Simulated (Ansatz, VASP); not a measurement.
Sc3Si2: VASP beside Ansatz

```
Sc Si
1.0
     3.36934    1.94529    5.98634
    -3.36934    1.94529    5.98634
     0.00000   -3.89058    5.98634
Sc Si
6 4
Direct
  0.05848 0.44152 0.75000
  0.75000 0.05848 0.44152
  0.44152 0.75000 0.05848
  0.94152 0.55848 0.25000
  0.25000 0.94152 0.55848
  0.55848 0.25000 0.94152
  0.84551 0.84551 0.84551
  0.65449 0.65449 0.65449
  0.15449 0.15449 0.15449
  0.34551 0.34551 0.34551
```

Alike in both runs: functional PBE; k mesh 3 × 3 × 3; occupations gaussian, width 0.1 eV; no spin polarisation.

Ansatz relaxed the structure, and its values are those at the end. VASP's run is a single point on that final structure, the one shown.

```csv
,VASP,Ansatz
version,VASP 6.6.1,Ansatz 0.2.0
potentials or method,"VASP PAW PBE potentials, release 64 (Sc_sv, Si), cutoff 520 eV","scalar-relativistic, plane waves, PAW"
valence electrons in the cell,82,82
```

```tsv
	VASP	Ansatz	Ansatz less VASP
gap on the k mesh at the Fermi level (eV)	none	none	-
pressure (GPa)	0.2	0.1	-0.10
rms of the force components (eV/Å)	0.006	0.005	-0.0008
```

A gap of «none» marks a metal or a gap that the smearing closes.

The k mesh is coarse, so the values compare programs but aren't converged.
